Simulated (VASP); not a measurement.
The system is Mg.

```xyz
1
Lattice="-1.7977 1.7977 1.7977 1.7977 -1.7977 1.7977 1.7977 1.7977 -1.7977" Properties=species:S:1:pos:R:3 pbc="T T T"
Mg    0.0000    0.0000    0.0000
```

This isn't the form of Mg at room conditions, which is hcp.

```yaml
Program: VASP 6.6.1
Task: relaxation of cell and atoms
Functional: LDA
Potentials_or_basis: VASP PAW LDA potentials, release 64 (Mg_sv)
Cutoff: 750 eV
k_mesh: 12 × 12 × 12
Occupations: fermi-dirac, width 0.1 eV
Spin: no spin polarisation
```

At the start: pressure -3.1 GPa; volume 23.24 Å³/atom.

Question: Where does the relaxation end?

Answer: Over 3 steps the energy falls by 19.5 meV/atom and the volume is 21.36 Å³/atom (-8.1 %); space group Im-3m (No. 229, to 0.1 Å) before and after.

The path:
| step | energy change (eV) | largest force (eV/Å) | pressure (GPa) | volume (Å³) |
| --- | --- | --- | --- | --- |
| 1 | 0.0000 | 0.0000 | -3.09 | 23.24 |
| 2 | -0.0184 | 0.0000 | -0.80 | 21.76 |
| 3 | -0.0195 | 0.0000 | -0.04 | 21.36 |

Final structure:
```cif
data_structure
_symmetry_space_group_name_H-M 'P 1'
_symmetry_Int_Tables_number 1
_cell_length_a 3.0276
_cell_length_b 3.0276
_cell_length_c 3.0276
_cell_angle_alpha 109.471
_cell_angle_beta 109.471
_cell_angle_gamma 109.471
_cell_volume 21.36
loop_
_atom_site_label
_atom_site_type_symbol
_atom_site_fract_x
_atom_site_fract_y
_atom_site_fract_z
_atom_site_occupancy
Mg1 Mg 0.00000 0.00000 0.00000 1
```
